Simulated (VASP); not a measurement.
In: single point with PBEsol

The system is In.

```
In
1.0
    -1.83424    1.83424    1.83424
     1.83424   -1.83424    1.83424
     1.83424    1.83424   -1.83424
In
1
Cartesian
  0.0000 0.0000 0.0000
```

```
Program             : VASP 6.6.1
Task                : single point
Functional          : PBEsol
Potentials or basis : VASP PAW PBE potentials, release 64 (In_d)
Cutoff              : 520 eV
k mesh              : 10 × 10 × 10
Occupations         : fermi-dirac, width 0.05 eV
Spin                : no spin polarisation
```

- Pressure: 2.0 GPa

Levels at points of the mesh, in eV from the Fermi level:
```
           k point  band 4  band 5  band 6  band 7  band 8  band 9
(0.00, 0.00, 0.00)  -14.27  -14.27   -9.90   11.82   11.82   11.82
(0.50, 0.00, 0.00)  -14.27  -14.07   -3.87   -3.38    6.25    7.60
(0.50, 0.50, 0.50)  -14.12  -14.12    1.31    1.31    1.31    1.51
```

Wall time 5.6 s on 1 thread of Intel(R) Xeon(R) Platinum 8375C CPU @ 2.90GHz (Ice Lake), on a shared host, peak memory 0.14 GiB.

Caveat: the PAW data sets were made with another functional, which shifts forces and pressure a little; spin-orbit coupling is left out, which moves the levels of the heavy elements.
